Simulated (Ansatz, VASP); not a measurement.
## Two plane-wave programs on Os

The input INCAR:

```
AGGAC = 1.0 ; AGGAX = 1.0
ALDAC = 0.0 ; ALDAX = 1.0
ALGO = Fast ; EDIFF = 1E-6
ENCUT = 520 ; GGA = B5
ISIF = 2 ; ISMEAR = -1
IVDW = 13 ; LASPH = True
LCHARG = True ; LELF = True
LREAL = False ; LVHAR = True
LWAVE = False ; NBANDS = 15
NELM = 60 ; PREC = Accurate
SIGMA = 0.05 ; VDW_A1 = 0.44488865
VDW_A2 = 4.0933009 ; VDW_S6 = 1.0
VDW_S8 = 2.34076671
```

The input KPOINTS:

```
k-points
0
Gamma
  11 11 6
```

File POSCAR:

```
Os
1.0
    2.7877234178      0.0000000000      0.0000000000
   -1.3938617089      2.4142392985      0.0000000000
    0.0000000000      0.0000000000      4.4044215090
Os
2
Direct
    0.6666666667      0.3333333333      0.7500000000
    0.3333333333      0.6666666667      0.2500000000
```

The input input.yaml:

```yaml
crystal:
  lattice:
    - [2.7877234178, 0.0, 0.0]
    - [-1.3938617089, 2.4142392985, 0.0]
    - [0.0, 0.0, 4.404421509]
  atoms:
    - { symbol: Os, position: [0.6666666667, 0.3333333333, 0.75] }
    - { symbol: Os, position: [0.3333333333, 0.6666666667, 0.25] }
hamiltonian:
  xc: blyp
  pseudopotentials: { kind: paw }
  dispersion: d4
kpoints:
  mp_grid: { grid: [11, 11, 6] }
scf:
  occupations: { method: fermi_dirac, width: 0.05 }
output:
  forces: true
  stress: true
  eigenvalues: true
  write_density: true
  write_potential: true
  elf: true
  volumetric_format: npy
```

Alike in both runs: task single point; functional BLYP; dispersion D4; k mesh 11 × 11 × 6; occupations fermi-dirac, width 0.05 eV; no spin polarisation.

```csv
,VASP,Ansatz
version,VASP 6.6.1,Ansatz 0.2.0
potentials or method,"VASP PAW PBE potentials, release 64 (Os)",Ansatz PAW
plane-wave cutoff (eV),520,420
valence electrons in the cell,16,32
```

|  | VASP | Ansatz | Ansatz less VASP |
| --- | --- | --- | --- |
| gap on the k mesh at the Fermi level (eV) | none | none | - |
| pressure (GPa) | -8.9 | -11.5 | -2.66 |
| traceless stress, the component that is largest in VASP (GPa) | -0.69 | -0.81 | -0.111 |

VASP's potentials were made for PBE, not for BLYP. A gap of «none» marks a metal or a gap that the smearing closes. VASP's potentials hold 16 valence electrons a cell and Ansatz's 32, so a difference there can come from the potentials and not from the codes.

Spin-orbit coupling is off throughout.
